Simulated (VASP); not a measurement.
# Al8H in VASP: further runs

Al8H is run at these levels: PBE; tasks: single point.

Program: VASP 6.6.1. These are calculated values, not measurements. Logs are shortened: lines on timing, memory, paths and dates and some standing lists are left out, and cuts for length are marked.

## (1) The cell of the first run

The cell holds a slab with vacuum, 18 atoms: a = 5.714 Å, b = 8.080 Å, c = 22.243 Å, α = 90.00°, β = 90.00°, γ = 90.00°.

## (2) Single point, PBE

Input file INCAR:

```
PREC = Accurate
ENCUT = 520
EDIFF = 1E-7
ISMEAR = 0
SIGMA = 0.1
LREAL = Auto
LASPH = T
NELM = 80
ALGO = Normal
ISIF = 2
LWAVE = F
LCHARG = F
LDIPOL = T
IDIPOL = 3
DIPOL = 0.5 0.5 0.289
GGA = PE
NBANDS = 40
```

Input file KPOINTS:

```
Automatic mesh
0
Gamma
  5 4 1
```

Input file POSCAR:

```
Al8H
1.0
    5.7135165837      0.0000000000      0.0000000000
    0.0000000000      8.0801326415      0.0000000000
    0.0000000000      0.0000000000     22.2432786975
Al H
16 2
Direct
    0.2500000000      0.2500000000      0.1798296040
    0.2500000000      0.7500000000      0.1798296040
    0.7500000000      0.2500000000      0.1798296040
    0.7500000000      0.7500000000      0.1798296040
    0.0000000000      0.0000000000      0.2440458181
    0.0000000000      0.5000000000      0.2440458181
    0.5000000000      0.0000000000      0.2440458181
    0.5000000000      0.5000000000      0.2440458181
    0.2500000000      0.2500000000      0.3102598702
    0.2500000000      0.7500000000      0.3102598702
    0.7500000000      0.2500000000      0.3102598702
    0.7500000000      0.7500000000      0.3102598702
    0.0000000000      0.0000000000      0.3705963860
    0.0000000000      0.5000000000      0.3705963860
    0.5000000000      0.0000000000      0.3705963860
    0.5000000000      0.5000000000      0.3705963860
    0.7500000000     -0.0568678783      0.3908272164
    0.7500000000      0.0568678783      0.3908272164
```

Potentials or basis: VASP PAW PBE potentials, release 64 (Al, H).

Run with:

```sh
cat potpaw_PBE.64/Al/POTCAR potpaw_PBE.64/H/POTCAR > POTCAR
mpirun -np 1 vasp_std > vasp.out
```

OUTCAR:

```text
PREC = Accurate
   ENCUT = 520
   EDIFF = 1E-7
   ISMEAR = 0
   LREAL = Auto
   LASPH = T
   NELM = 80
   ISIF = 2
   GGA = PE

 ion  position               nearest neighbor table
   1  0.250  0.250  0.180-   3 2.86   3 2.86   6 2.86   7 2.86   8 2.86   5 2.86   9 2.90
   2  0.250  0.750  0.180-   4 2.86   4 2.86   6 2.86   7 2.86   8 2.86   5 2.86  10 2.90
   3  0.750  0.250  0.180-   1 2.86   1 2.86   6 2.86   7 2.86   8 2.86   5 2.86  11 2.90
   4  0.750  0.750  0.180-   2 2.86   2 2.86   6 2.86   7 2.86   8 2.86   5 2.86  12 2.90
   5  0.000  0.000  0.244-  13 2.81   7 2.86   7 2.86   4 2.86   1 2.86   2 2.86   3 2.86  11 2.88
                            12 2.88   9 2.88  10 2.88
   6  0.000  0.500  0.244-  14 2.81   8 2.86   8 2.86   4 2.86   1 2.86   2 2.86   3 2.86  11 2.88
                            12 2.88   9 2.88  10 2.88
   7  0.500  0.000  0.244-  15 2.81   5 2.86   5 2.86   4 2.86   1 2.86   2 2.86   3 2.86  11 2.88
                            12 2.88   9 2.88  10 2.88
   8  0.500  0.500  0.244-  16 2.81   6 2.86   6 2.86   4 2.86   1 2.86   2 2.86   3 2.86  11 2.88
                            12 2.88   9 2.88  10 2.88
   9  0.250  0.250  0.310-  13 2.81  14 2.81  15 2.81  16 2.81  11 2.86  11 2.86   7 2.88   8 2.88
                             5 2.88   6 2.88   1 2.90
  10  0.250  0.750  0.310-  13 2.81  14 2.81  15 2.81  16 2.81  12 2.86  12 2.86   7 2.88   8 2.88
                             5 2.88   6 2.88   2 2.90
  11  0.750  0.250  0.310-  13 2.81  14 2.81  15 2.81  16 2.81   9 2.86   9 2.86   7 2.88   8 2.88
                             5 2.88   6 2.88   3 2.90
  12  0.750  0.750  0.310-  13 2.81  14 2.81  15 2.81  16 2.81  10 2.86  10 2.86   7 2.88   8 2.88
                             5 2.88   6 2.88   4 2.90
  13  0.000  0.000  0.371-  17 1.57  18 1.57  11 2.81  12 2.81   9 2.81  10 2.81   5 2.81  15 2.86
                            15 2.86
  14  0.000  0.500  0.371-   9 2.81  10 2.81  11 2.81  12 2.81   6 2.81  16 2.86  16 2.86
  15  0.500  0.000  0.371-  17 1.57  18 1.57  11 2.81  12 2.81   9 2.81  10 2.81   7 2.81  13 2.86
                            13 2.86
  16  0.500  0.500  0.371-   9 2.81  10 2.81  11 2.81  12 2.81   8 2.81  14 2.86  14 2.86
  17  0.750  0.943  0.391-  13 1.57  15 1.57
  18  0.750  0.057  0.391-  13 1.57  15 1.57

  LATTYP: Found a simple orthorhombic cell.
 ALAT       =     5.7135165837
 B/A-ratio  =     1.4142135624
 C/A-ratio  =     3.8930977747

  Lattice vectors:

 A1 = (   5.7135165837,   0.0000000000,   0.0000000000)
 A2 = (   0.0000000000,   8.0801326415,   0.0000000000)
 A3 = (   0.0000000000,   0.0000000000,  22.2432786975)

Analysis of symmetry for initial positions (statically):
=====================================================================
 Subroutine PRICEL returns:
 Original cell was already a primitive cell.

 Routine SETGRP: Setting up the symmetry group for a
 simple orthorhombic supercell.

 Subroutine GETGRP returns: Found  4 space group operations
 (whereof  2 operations were pure point group operations)
 out of a pool of  8 trial point group operations.

The static configuration has the point symmetry C_1h.
 The point group associated with its full space group is C_2v.

Analysis of symmetry for dynamics (positions and initial velocities):
=====================================================================
 Subroutine PRICEL returns:
 Original cell was already a primitive cell.

 Routine SETGRP: Setting up the symmetry group for a
 simple orthorhombic supercell.

 Subroutine GETGRP returns: Found  4 space group operations
 (whereof  2 operations were pure point group operations)
 out of a pool of  8 trial point group operations.

The dynamic configuration has the point symmetry C_1h.
 The point group associated with its full space group is C_2v.

 Subroutine INISYM returns: Found  4 space group operations
 (whereof  2 operations are pure point group operations),
 and found     1 'primitive' translations

----------------------------------------------------------------------------------------

                                     Primitive cell

  volume of cell :    1026.8826

  direct lattice vectors                    reciprocal lattice vectors
     5.713516584  0.000000000  0.000000000     0.175023558  0.000000000  0.000000000
     0.000000000  8.080132642  0.000000000     0.000000000  0.123760345  0.000000000
     0.000000000  0.000000000 22.243278697     0.000000000  0.000000000  0.044957401
[... 58 lines left out ...]
     0.000000000  0.000000000  0.044957401     0.000000000  0.000000000  1.000000000

  Length of vectors
     0.035004712  0.030940086  0.044957401

  Shift w.r.t. Gamma in fractional coordinates (k-lattice)
     0.000000000  0.000000000  0.000000000

 Subroutine IBZKPT returns following result:
 ===========================================

 Found      9 irreducible k-points:

 Following reciprocal coordinates:
            Coordinates               Weight
  0.000000  0.000000  0.000000      1.000000
  0.200000  0.000000  0.000000      2.000000
  0.400000  0.000000  0.000000      2.000000
  0.000000  0.250000  0.000000      2.000000
  0.200000  0.250000  0.000000      4.000000
  0.400000  0.250000  0.000000      4.000000
  0.000000  0.500000  0.000000      1.000000
  0.200000  0.500000  0.000000      2.000000
  0.400000  0.500000  0.000000      2.000000
   k-points           NKPTS =      9   k-points in BZ     NKDIM =      9   number of bands    NBANDS=     40
   number of dos      NEDOS =    301   number of ions     NIONS =     18
   total plane-waves  NPLWV = 423360
   dimension x,y,z NGX =    42 NGY =   60 NGZ =  168
   dimension x,y,z NGXF=    84 NGYF=  120 NGZF=  336
   ions per type =              16   2
   NGX,Y,Z   is equivalent  to a cutoff of  12.22, 12.34, 12.56 a.u.
   NGXF,Y,Z  is equivalent  to a cutoff of  24.44, 24.69, 25.11 a.u.
 SYSTEM =  unknown system
   PREC   = accura    normal or accurate (medium, high low for compatibility)
   ISTART =      0    job   : 0-new  1-cont  2-samecut
   ICHARG =      2    charge: 1-file 2-atom 10-const
   ISPIN  =      1    spin polarized calculation?
   LNONCOLLINEAR =      F non collinear calculations
   LSORBIT =      F    spin-orbit coupling
   LASPH  =      T    aspherical Exc in radial PAW
   ENCUT  =  520.0 eV  38.22 Ry    6.18 a.u.  10.62 15.02 41.36*2*pi/ulx,y,z
   NELM   =     80;   NELMIN=  2; NELMDL= -5     # of ELM steps
   EDIFF  = 0.1E-06   stopping-criterion for ELM
   LREAL  =      T    real-space projection
   EDIFFG = 0.1E-05   stopping-criterion for IOM
   NSW    =      0    number of steps for IOM
   IBRION =     -1    ionic relax: 0-MD 1-quasi-New 2-CG
   NFREE  =      0    steps in history (QN), initial steepest desc. (CG)
   ISIF   =      2    stress and relaxation
   ISYM   =      2    0-nonsym 1-usesym 2-fastsym
   POTIM  = 0.5000    time-step for ionic-motion
   TEBEG  =    0.0;   TEEND  =   0.0 temperature during run
   PSTRESS=    0.0 pullay stress
   NELECT =      50.0000    total number of electrons
   NUPDOWN=      -1.0000    fix difference up-down
   EMIN   =  10.00;   EMAX   =-10.00  energy-range for DOS
   EFERMI =   0.00;   METHOD = LEGACY
   ISMEAR =     0;   SIGMA  =   0.10  broadening in eV -4-tet -1-fermi 0-gaus
   EFERMI_NEDOS =   21; number of points for ismear=-14 and -15
   IALGO  =     38    algorithm
   IMIX   =      4    mixing-type and parameters
     AMIX     =   0.40;   BMIX     =  1.00
     AMIX_MAG =   1.60;   BMIX_MAG =  1.00
  volume/ion in A,a.u.               =      57.05       384.99
  Fermi-wavevector in a.u.,A,eV,Ry     =   0.597803  1.129683  4.862288  0.357368
  Thomas-Fermi vector in A             =   1.648667
   LORBIT       =      0    0 simple, 1 ext, 2 COOP (PROOUT), +10 PAW based schemes
   GGA     = PE    functional components
   LHFCALC =     F    Hartree Fock is set to
   AEXX    =    0.0000 exact exchange contribution
   IVDW    =     0    specifies the selected vdW correction
   LEPSILON=     F    determine dielectric tensor
   LRPA    =     F    only Hartree local field effects (RPA)
 non-spin polarized calculation
 Gauss-broadening in eV      SIGMA  =   0.10
  energy-cutoff  :      520.00
  volume of cell :     1026.88
 maximum number of plane-waves:     27706
   NGX = 21   NGY = 31   NGZ = 83

 dipolmoment           0.000000      0.000000      0.022980 electrons x Angstroem

 number of electron      49.9999998 magnetization

 dipolmoment           0.000000      0.000000     -0.030332 electrons x Angstroem

 Free energy of the ion-electron system (eV)
  ---------------------------------------------------
  ext. energy  EPLUGINS =         0.00000000
  ---------------------------------------------------
  free energy    TOTEN  =       -58.11313149 eV

  energy without entropy =      -58.07791107  energy(sigma->0) =      -58.09552128

 E-fermi :  -0.7968     XC(G=0):  -3.5813

 val. band max:       -0.8030300076   @ k =   0.4000   0.0000   0.0000
 cond. band min:      -0.7865485743   @ k =   0.4000   0.5000   0.0000
 fundamental gap:      0.0164814333
 Fermi energy:        -0.7968238647

 k-point     1 :       0.0000    0.0000    0.0000
  band No.  band energies     occupation
      1     -13.5371      2.00000
      2     -10.8239      2.00000
      3      -8.8231      2.00000
      4      -8.7766      2.00000
      5      -8.1382      2.00000
      6      -6.6666      2.00000
[... 349 lines left out ...]
     36       1.7771      0.00000
     37       2.1302      0.00000
 [bands above 37 left out]

------------------------ aborting loop because EDIFF is reached ----------------------------------------

 vacuum level on the upper side and lower side of the slab       (xc-potential included)        -0.081         0.040

  FORCE on cell =-STRESS in cart. coord.  units (eV):
  Direction    XX          YY          ZZ          XY          YZ          ZX
  --------------------------------------------------------------------------------------
  -------------------------------------------------------------------------------------
  Total        2.2966327      0.3334406     -0.6295562      0.0000000      0.0000000      0.0000000
  in kB        3.5832850      0.5202454     -0.9822551      0.0000000      0.0000000      0.0000000
  external PRESSURE =       1.0404251 kB  Pullay stress =       0.0000000 kB

 VOLUME and BASIS-vectors are now :
 -----------------------------------------------------------------------------
  energy-cutoff  :      520.00
  volume of cell :     1026.88
      direct lattice vectors                 reciprocal lattice vectors
     5.713516584  0.000000000  0.000000000     0.175023558  0.000000000  0.000000000
     0.000000000  8.080132642  0.000000000     0.000000000  0.123760345  0.000000000
     0.000000000  0.000000000 22.243278697     0.000000000  0.000000000  0.044957401

 POSITION                                       TOTAL-FORCE (eV/Angst)
 -----------------------------------------------------------------------------------
      1.42838      2.02003      4.00000        -0.000000      0.005571      0.246812
      1.42838      6.06010      4.00000        -0.000000     -0.005571      0.246812
      4.28514      2.02003      4.00000        -0.000000     -0.019394      0.218177
      4.28514      6.06010      4.00000        -0.000000      0.019394      0.218177
      0.00000      0.00000      5.42838         0.100722      0.000000     -0.141744
      0.00000      4.04007      5.42838         0.126516      0.000000     -0.265017
[... 10 lines left out ...]
      4.28514      7.62063      8.69328        -0.000000     -3.923906      1.356157
      4.28514      0.45950      8.69328        -0.000000      3.923906      1.356157
 -----------------------------------------------------------------------------------
    total drift:                               -0.000000      0.000000     -0.012872

  FREE ENERGIE OF THE ION-ELECTRON SYSTEM (eV)
  ---------------------------------------------------
  free  energy   TOTEN  =       -58.1131314880 eV

  energy  without entropy=      -58.0779110677  energy(sigma->0) =      -58.09552128

 vacuum level on the upper side and lower side of the slab         3.096         3.218
```

It took 8.9 min on 1 thread of Intel Xeon Platinum 8488C (Sapphire Rapids), shared host; peak memory 0.9 GiB.

Results:

```yaml
Free_energy: -58.1131 eV
Largest_force: 4.676 eV/Å
Band_gap_on_the_k_mesh: zero (bands 25 and 26 overlap by 0.48 eV)
```

Forces on the atoms (eV/Å):
```
Al   0.000  0.006  0.247
Al   0.000 -0.006  0.247
Al   0.000 -0.019  0.218
Al   0.000  0.019  0.218
Al   0.101  0.000 -0.142
Al   0.127  0.000 -0.265
Al  -0.101  0.000 -0.142
Al  -0.127  0.000 -0.265
Al   0.000  0.106 -0.087
Al   0.000 -0.106 -0.087
Al   0.000 -0.012  0.141
Al   0.000  0.012  0.141
Al   4.439  0.000 -1.469
Al  -0.077  0.000  0.001
Al  -4.439  0.000 -1.469
Al   0.077  0.000  0.001
H    0.000 -3.924  1.356
H    0.000  3.924  1.356
```

(Part 1 of 2 ends here.)

The gap in the log of VASP goes by the Fermi energy; the results here count the filled bands.